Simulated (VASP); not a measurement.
# Mg3Se (P4/mmm) in VASP: notebook

Mg3Se is run at these levels: PBE; tasks: single point, relaxation of cell and atoms.

All numbers are computed with VASP 6.6.1; they aren't measurements. Logs are shortened: lines on timing, memory, paths and dates and some standing lists are left out, and cuts for length are marked.

## Step 1: The cell of the first run

Symmetry: P4/mmm, No. 123, tetragonal system. The conventional cell has a = 5.861 Å, b = 5.861 Å, c = 2.944 Å, α = 90.00°, β = 90.00°, γ = 90.00°. Within 3.9 Å of Mg (site symmetry mmm) lie 4 Mg at 2.93 to 2.94 Å and 2 Se at 2.93 Å. Mg (site symmetry 4/mmm) has 6 Mg at 2.93 to 2.94 Å within 3.9 Å. Se (site symmetry 4/mmm) has 4 Mg at 2.93 Å and 2 Se at 2.94 Å within 3.9 Å.

## Step 2: Single point, PBE

Input file INCAR:

```
SYSTEM = Mg3Se
ALGO = Normal
EDIFF = 1E-6
ENCUT = 520
GGA = PE
ISIF = 2
ISMEAR = 0
LASPH = .TRUE.
LCHARG = .FALSE.
LREAL = .FALSE.
LWAVE = .FALSE.
NBANDS = 14
NELM = 100
PREC = Accurate
SIGMA = 0.1
```

Input file KPOINTS:

```
k-points
0
G
  8 8 16
  0 0 0
```

Input file POSCAR:

```
Mg3Se
1.0
    5.8605054280      0.0000000000      0.0000000000
    0.0000000000      5.8605054280      0.0000000000
    0.0000000000      0.0000000000      2.9443959850
Mg Se
3 1
Direct
    0.0000000000      0.5000000000      0.0000000000
    0.5000000000      0.0000000000      0.0000000000
    0.0000000000      0.0000000000      0.0000000000
    0.5000000000      0.5000000000      0.0000000000
```

Potentials or basis: VASP PAW PBE potentials, release 64 (Mg, Se).

The run is started by

```bash
> cat potpaw_PBE.64/Mg/POTCAR potpaw_PBE.64/Se/POTCAR > POTCAR
> mpirun -np 1 vasp_std > vasp.out
```

OUTCAR:

```text
SYSTEM = Mg3Se
   EDIFF = 1E-6
   ENCUT = 520
   GGA = PE
   ISIF = 2
   ISMEAR = 0
   LASPH = .TRUE.
   LREAL = .FALSE.
   NELM = 100
   PREC = Accurate

 ion  position               nearest neighbor table
   1  0.000  0.500  0.000-   3 2.93   4 2.93   3 2.93   4 2.93
   2  0.500  0.000  0.000-   3 2.93   4 2.93   4 2.93   3 2.93
   3  0.000  0.000  0.000-   1 2.93   2 2.93   1 2.93   2 2.93
   4  0.500  0.500  0.000-   1 2.93   2 2.93   2 2.93   1 2.93

  LATTYP: Found a simple tetragonal cell.
 ALAT       =     5.8605054280
 C/A-ratio  =     0.5024133193

  Lattice vectors:

 A1 = (   5.8605054280,   0.0000000000,   0.0000000000)
 A2 = (   0.0000000000,   5.8605054280,   0.0000000000)
 A3 = (   0.0000000000,   0.0000000000,   2.9443959850)

Analysis of symmetry for initial positions (statically):
=====================================================================
 Subroutine PRICEL returns:
 Original cell was already a primitive cell.

 Routine SETGRP: Setting up the symmetry group for a
 simple tetragonal supercell.

 Subroutine GETGRP returns: Found 16 space group operations
 (whereof 16 operations were pure point group operations)
 out of a pool of 16 trial point group operations.

The static configuration has the point symmetry D_4h.

Analysis of symmetry for dynamics (positions and initial velocities):
=====================================================================
 Subroutine PRICEL returns:
 Original cell was already a primitive cell.

 Routine SETGRP: Setting up the symmetry group for a
 simple tetragonal supercell.

 Subroutine GETGRP returns: Found 16 space group operations
 (whereof 16 operations were pure point group operations)
 out of a pool of 16 trial point group operations.

The dynamic configuration has the point symmetry D_4h.

 Subroutine INISYM returns: Found 16 space group operations
 (whereof 16 operations are pure point group operations),
 and found     1 'primitive' translations

----------------------------------------------------------------------------------------

                                     Primitive cell

  volume of cell :     101.1268

  direct lattice vectors                    reciprocal lattice vectors
     5.860505428  0.000000000  0.000000000     0.170633747  0.000000000  0.000000000
     0.000000000  5.860505428  0.000000000     0.000000000  0.170633747  0.000000000
     0.000000000  0.000000000  2.944395985     0.000000000  0.000000000  0.339628231

  length of vectors
     5.860505428  5.860505428  2.944395985     0.170633747  0.170633747  0.339628231

[... 93 lines left out ...]
   TEBEG  =    0.0;   TEEND  =   0.0 temperature during run
   PSTRESS=    0.0 pullay stress
   NELECT =      12.0000    total number of electrons
   NUPDOWN=      -1.0000    fix difference up-down
   EMIN   =  10.00;   EMAX   =-10.00  energy-range for DOS
   EFERMI =   0.00;   METHOD = LEGACY
   ISMEAR =     0;   SIGMA  =   0.10  broadening in eV -4-tet -1-fermi 0-gaus
   EFERMI_NEDOS =   21; number of points for ismear=-14 and -15
   IALGO  =     38    algorithm
   IMIX   =      4    mixing-type and parameters
     AMIX     =   0.40;   BMIX     =  1.00
     AMIX_MAG =   1.60;   BMIX_MAG =  1.00
  volume/ion in A,a.u.               =      25.28       170.61
  Fermi-wavevector in a.u.,A,eV,Ry     =   0.804476  1.520239  8.805442  0.647182
  Thomas-Fermi vector in A             =   1.912540
   LORBIT       =      0    0 simple, 1 ext, 2 COOP (PROOUT), +10 PAW based schemes
   GGA     = PE    functional components
   LHFCALC =     F    Hartree Fock is set to
   AEXX    =    0.0000 exact exchange contribution
   IVDW    =     0    specifies the selected vdW correction
   LEPSILON=     F    determine dielectric tensor
   LRPA    =     F    only Hartree local field effects (RPA)
 non-spin polarized calculation
 Gauss-broadening in eV      SIGMA  =   0.10
  energy-cutoff  :      520.00
  volume of cell :      101.13
 maximum number of plane-waves:      2760
 NGX is ok and might be reduce to    48
   NGX = 21   NGY = 21   NGZ = 11

 number of electron      12.0000001 magnetization

 Free energy of the ion-electron system (eV)
  ---------------------------------------------------
  ext. energy  EPLUGINS =         0.00000000
  ---------------------------------------------------
  free energy    TOTEN  =        -7.72121797 eV

  energy without entropy =       -7.71071650  energy(sigma->0) =       -7.71596724

 E-fermi :   2.4260     XC(G=0):  -8.4409

 val. band max:        2.4132961297   @ k =   0.2500   0.2500   0.3125
 cond. band min:       2.4261240944   @ k =   0.3750   0.3750   0.2500
 fundamental gap:      0.0128279648
 Fermi energy:         2.4259822475

 k-point     1 :       0.0000    0.0000    0.0000
  band No.  band energies     occupation
      1     -10.9962      2.00000
      2      -2.7792      2.00000
      3      -1.5801      2.00000
      4      -1.5801      2.00000
      5       0.1816      2.00000
      6       2.4105      1.17325
      7       2.4105      1.17325
      8       3.3653      0.00000
      9       4.8365      0.00000
     10       5.3726      0.00000
     11       9.5382      0.00000
     12       9.5382      0.00000
     13      10.7039      0.00000
     14      10.8110      0.00000
[... 377 lines left out ...]
      1     -10.9184      2.00000
      2      -3.2860      2.00000
      3      -1.8148      2.00000
      4      -0.3719      2.00000
      5      -0.2548      2.00000
      6       1.6799      2.00000
      7       3.2542      0.00000
      8       4.3734      0.00000
      9       4.9567      0.00000
     10       6.9231      0.00000
     11       7.4489      0.00000
     12       8.5735      0.00000
     13      10.2118      0.00000
     14      10.4646      0.00000

 [... further k-points ...]
[... 5 lines left out ...]
  --------------------------------------------------------------------------------------
  -------------------------------------------------------------------------------------
  Total       -0.0444645     -0.0444645     -0.0325600      0.0000000      0.0000000     -0.0000000
  in kB       -0.7044626     -0.7044626     -0.5158563      0.0000000      0.0000000     -0.0000000
  external PRESSURE =      -0.6415938 kB  Pullay stress =       0.0000000 kB

 VOLUME and BASIS-vectors are now :
 -----------------------------------------------------------------------------
  energy-cutoff  :      520.00
  volume of cell :      101.13
      direct lattice vectors                 reciprocal lattice vectors
     5.860505428  0.000000000  0.000000000     0.170633747  0.000000000  0.000000000
     0.000000000  5.860505428  0.000000000     0.000000000  0.170633747  0.000000000
     0.000000000  0.000000000  2.944395985     0.000000000  0.000000000  0.339628231

 POSITION                                       TOTAL-FORCE (eV/Angst)
 -----------------------------------------------------------------------------------
      0.00000      2.93025      0.00000         0.000000      0.000000      0.000000
      2.93025      0.00000      0.00000         0.000000      0.000000      0.000000
      0.00000      0.00000      0.00000         0.000000      0.000000      0.000000
      2.93025      2.93025      0.00000         0.000000      0.000000      0.000000
 -----------------------------------------------------------------------------------
    total drift:                                0.000000     -0.000000      0.000000

  FREE ENERGIE OF THE ION-ELECTRON SYSTEM (eV)
  ---------------------------------------------------
  free  energy   TOTEN  =        -7.7212179654 eV

  energy  without entropy=       -7.7107165048  energy(sigma->0) =       -7.71596724
```

OSZICAR:

```text
N       E                     dE             d eps       ncg     rms          rms(c)
DAV:   1     0.300744635640E+02    0.30074E+02   -0.41228E+03  3780   0.647E+02
DAV:   2    -0.466194849242E+01   -0.34736E+02   -0.31921E+02  4940   0.902E+01
DAV:   3    -0.796269990882E+01   -0.33008E+01   -0.32735E+01  4860   0.278E+01
DAV:   4    -0.799705912064E+01   -0.34359E-01   -0.34353E-01  4476   0.350E+00
DAV:   5    -0.799734110611E+01   -0.28199E-03   -0.28198E-03  4980   0.337E-01    0.314E+00
DAV:   6    -0.774554206122E+01    0.25180E+00   -0.66595E-01  4516   0.303E+00    0.179E+00
DAV:   7    -0.772708458455E+01    0.18457E-01   -0.11699E-01  4788   0.135E+00    0.827E-01
DAV:   8    -0.772144861126E+01    0.56360E-02   -0.12321E-02  4362   0.522E-01    0.100E-01
DAV:   9    -0.772122390791E+01    0.22470E-03   -0.11979E-03  4868   0.161E-01    0.629E-02
DAV:  10    -0.772121821563E+01    0.56923E-05   -0.15945E-04  4374   0.643E-02    0.114E-02
DAV:  11    -0.772121893383E+01   -0.71819E-06   -0.17376E-05  4716   0.205E-02    0.532E-03
DAV:  12    -0.772121792365E+01    0.10102E-05   -0.27120E-06  3848   0.690E-03    0.148E-03
DAV:  13    -0.772121796538E+01   -0.41728E-07   -0.58760E-07  2442   0.344E-03
   1 F= -.77212180E+01 E0= -.77159672E+01  d E =-.105015E-01
```

stdout:

```text
POSCAR found type information on POSCAR MgSe
 POSCAR found :  2 types and       4 ions
 scaLAPACK will be used
 LDA part: xc-table for (Slater+PW92), standard interpolation
 POSCAR, INCAR and KPOINTS ok, starting setup
 FFT: planning ... GRIDC
 FFT: planning ... GRID_SOFT
 FFT: planning ... GRID
 WAVECAR not read
 entering main loop
```

Wall time 1.7 min (1 thread of Intel Xeon 6975P-C (Granite Rapids), shared host); peak memory 0.35 GiB.

Results:

| Quantity | Value |
| --- | --- |
| Free energy | -7.7212 eV |
| Pressure | -0.1 GPa |
| Band gap on the k mesh | zero (band 6 reaches 3.13 eV, above the bottom of band 7 at 1.86 eV) |

Levels at points of the mesh, in eV from the Fermi level:
```csv
k point,band 2,band 3,band 4,band 5,band 6,band 7,band 8,band 9,band 10,band 11
"(0.00, 0.00, 0.00)",-5.21,-4.01,-4.01,-2.24,-0.02,-0.02,0.94,2.41,2.95,7.11
"(0.50, 0.00, 0.00)",-5.83,-3.82,-3.35,-2.53,-0.98,0.50,2.42,2.42,5.19,5.24
"(0.50, 0.50, 0.00)",-5.20,-5.20,-4.29,-0.46,-0.46,1.64,2.42,3.35,3.61,4.39
"(0.00, 0.00, 0.50)",-4.73,-2.01,-2.01,-1.00,-0.79,1.48,2.45,2.89,2.89,3.20
"(0.50, 0.00, 0.50)",-4.63,-2.76,-1.93,-1.00,0.71,0.80,0.88,2.43,2.47,3.76
"(0.50, 0.50, 0.50)",-4.55,-2.51,-2.51,-0.21,-0.06,0.05,0.05,2.69,2.69,5.05
```

[end of part 1 of 2]
